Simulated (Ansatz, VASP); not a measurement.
## One calculation of BaS, two programs

```
Ba S
1.0
     0.00000    3.19375    3.19375
     3.19375    0.00000    3.19375
     3.19375    3.19375    0.00000
Ba S
1 1
Direct
  0.00000 0.00000 0.00000
  0.50000 0.50000 0.50000
```

Alike in both runs: task single point; functional PBE; k mesh 7 × 7 × 7; occupations gaussian, width 0.014 eV; no spin polarisation.

|  | VASP | Ansatz |
| --- | --- | --- |
| version | VASP 6.6.1 | Ansatz 0.2.0 |
| potentials or method | VASP PAW PBE potentials, release 64 (Ba_sv, S), cutoff 520 eV | all-electron LAPW, scalar-relativistic |

```tsv
	VASP	Ansatz	Ansatz less VASP
gap on the k mesh at the Fermi level (eV)	2.17	2.26	+0.098
least direct gap on the mesh (eV)	2.31	2.38	+0.066
pressure (GPa)	1.4	0.8	-0.59
```

Ansatz ran all-electron here, and VASP with PAW potentials.

Spin-orbit coupling is off throughout.
